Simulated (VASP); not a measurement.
Write the native input for VASP 6.6.1 that does the following.

| Property | Result |
| --- | --- |
| Task | single point |
| Functional | PBE |
| Potentials or basis | VASP PAW PBE potentials, release 64 (Si, O) |
| Cutoff | 520 eV |
| k mesh | 6 × 6 × 8 |
| Occupations | fermi-dirac, width 0.1 eV |
| Spin | no spin polarisation |
| Dipole correction | no |
| Further INCAR settings | ALGO = Normal; EDIFF = 1e-06; NBANDS = 25 |

The structure of SiO2 (Stishovite) lies in POSCAR:

```
SiO2
1.0
    4.1773000000      0.0000000000      0.0000000000
    0.0000000000      4.1773000000      0.0000000000
    0.0000000000      0.0000000000      2.6652000000
Si O
2 4
Direct
    0.0000000000      0.0000000000      0.0000000000
    0.5000000000      0.5000000000      0.5000000000
    0.3059000000      0.3059000000      0.0000000000
    0.1941000000      0.8059000000      0.5000000000
    0.6941000000      0.6941000000      0.0000000000
    0.8059000000      0.1941000000      0.5000000000
```

The input as run:

INCAR

```
ALGO = Normal
EDIFF = 1E-6
ENCUT = 520
GGA = PE
ISIF = 2
ISMEAR = -1
LASPH = T
LCHARG = F
LREAL = F
LWAVE = F
NBANDS = 25
NELM = 80
PREC = Accurate
SIGMA = 0.1
```

KPOINTS

```
k-points
0
Gamma
  6 6 8
```

Potentials or basis: VASP PAW PBE potentials, release 64 (Si, O).

Run with:

```console
$ cat potpaw_PBE.64/Si/POTCAR potpaw_PBE.64/O/POTCAR > POTCAR
$ mpirun -np 1 vasp_std > vasp.out
```

Results of the run:

The pressure is 11.4 GPa, the largest force is 0.099 eV/Å and the band gap on the k mesh is 5.62 eV, direct.

It took 22 s on 1 thread of AMD EPYC 9R45 96-Core Processor (Zen 5), with other jobs on the host, peak memory 0.14 GiB.
